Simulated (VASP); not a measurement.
Al2Cu, 3 atoms in the cell. The structure is tetragonal, space group I4/mmm (No. 139). Conventional cell: a = 4.061 Å, b = 4.061 Å, c = 5.702 Å, α = 90.00°, β = 90.00°, γ = 90.00°. Al (site symmetry -4m2) has 4 Cu at 2.48 Å and 6 Al at 2.85 to 2.87 Å within 3.3 Å. Cu (site symmetry 4/mmm) has 8 Al at 2.48 Å within 3.3 Å. 

```yaml
Program: VASP 6.6.1
Task: relaxation of cell and atoms
Functional: PBE
Potentials_or_basis: VASP PAW PBE potentials, release 64 (Al, Cu)
Cutoff: 600 eV
k_mesh: 16 × 16 × 16
Occupations: gaussian, width 0.1 eV
Spin: no spin polarisation
Dipole_correction: no
Further_INCAR_settings: ALGO = Normal; EDIFF = 1e-06; IBRION = 2; EDIFFG = -0.02; NSW = 70; ISIF = 3
```

Potentials or basis: VASP PAW PBE potentials, release 64 (Al, Cu).

Launch:

```bash
$ cat potpaw_PBE.64/Al/POTCAR potpaw_PBE.64/Cu/POTCAR > POTCAR
$ mpirun -np 1 vasp_std > vasp.out
```

Hardware: 1 thread of AMD EPYC 9R45 96-Core Processor (Zen 5), with other jobs on the host.

Q: Estimate the wall time of this run.

A: It took 6.3 min on 1 thread of AMD EPYC 9R45 96-Core Processor (Zen 5), with other jobs on the host, peak memory 0.37 GiB. Counts: scf iterations 57, k points 349, ion steps 8.
